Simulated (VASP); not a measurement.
Wanted: the native input for a VASP 6.6.1 run.

| Quantity | Value |
| --- | --- |
| Task | single point |
| Functional | PBE |
| Potentials or basis | VASP PAW PBE potentials, release 64 (Al, Ru_pv) |
| Cutoff | 520 eV |
| k mesh | 16 × 16 × 16 |
| Occupations | gaussian, width 0.15 eV |
| Spin | no spin polarisation |
| Dipole correction | no |
| Further INCAR settings | ALGO = Fast; EDIFF = 1e-06; NBANDS = 16 |

The structure of AlRu lies in POSCAR:

```
AlRu
1.0
    2.9916000000      0.0000000000      0.0000000000
    0.0000000000      2.9916000000      0.0000000000
    0.0000000000      0.0000000000      2.9916000000
Al Ru
1 1
Direct
   -0.1418184479     -0.1418184479     -0.2005615724
    0.5000000000      0.5000000000      0.5000000000
```

This cell differs from its parent crystal: atom 1 (Al) moved by (-0.600, -0.600) A along [1 1 0] and z.

One way to write it, as run:

INCAR

```
ALGO = Fast
EDIFF = 1E-6
ENCUT = 520
GGA = PE
ISIF = 2
ISMEAR = 0
LASPH = T
LCHARG = T
LELF = T
LREAL = F
LVHAR = T
LWAVE = F
NBANDS = 16
NELM = 80
PREC = Accurate
SIGMA = 0.15
```

KPOINTS

```
k-points
0
Gamma
  16 16 16
```

Potentials or basis: VASP PAW PBE potentials, release 64 (Al, Ru_pv).

Launch:

```sh
$ cat potpaw_PBE.64/Al/POTCAR potpaw_PBE.64/Ru_pv/POTCAR > POTCAR
$ mpirun -np 1 vasp_std > vasp.out
```

It gave:

```
Pressure      : 74.5 GPa
Largest force : 20.445 eV/Å
```

Caveat: the cell differs from its parent crystal (atom 1 (Al) moved by (-0.600, -0.600) A along [1 1 0] and z); forces of over 1 eV/Å act on the atoms, so gaps and moduli don't describe the material at rest.

It took 2.4 min on 1 thread of Intel(R) Xeon(R) Platinum 8559C (Emerald Rapids), with other jobs on the host, peak memory 0.53 GiB.
